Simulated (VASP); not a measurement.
Here is a VASP 6.6.1 calculation.

The input INCAR:

```
PREC = Accurate
ENCUT = 520
EDIFF = 1E-6
ISMEAR = -1
SIGMA = 0.1
LREAL = F
LASPH = T
NELM = 60
ALGO = Normal
ISIF = 2
LWAVE = F
LCHARG = F
GGA = PS
NBANDS = 28
```

The input KPOINTS:

```
Automatic mesh
0
Gamma
  9 9 14
```

The input POSCAR:

```
W
1.0
    4.8202897573      0.0000000000      0.0000000000
   -2.4101448787      4.1744933834      0.0000000000
    0.0000000000      0.0000000000      2.6827906880
W
3
Direct
    1.0000000000      1.0000000000      0.0000000000
    0.3333333333      0.6666666667      0.5000000000
    0.6666666667      0.3333333333      0.5000000000
```

Potentials or basis: VASP PAW PBE potentials, release 64 (W_sv).

Run with:

```console
$ cat potpaw_PBE.64/W_sv/POTCAR > POTCAR
$ mpirun -np 1 vasp_std > vasp.out
```

**Question.** Estimate the band gap on the k mesh.

**Answer.** Zero (band 21 reaches 9.75 eV, above the bottom of band 22 at 8.95 eV).

**Question.** Estimate the pressure.

**Answer.** -26.0 GPa.

Stress tensor (GPa, compression positive):
```
-24.80   0.00   0.00
  0.00 -24.80   0.00
  0.00   0.00 -28.53
```

Caveat: the PAW data sets were made with another functional, which shifts forces and pressure a little; spin-orbit coupling is left out, which moves the levels of the heavy elements.
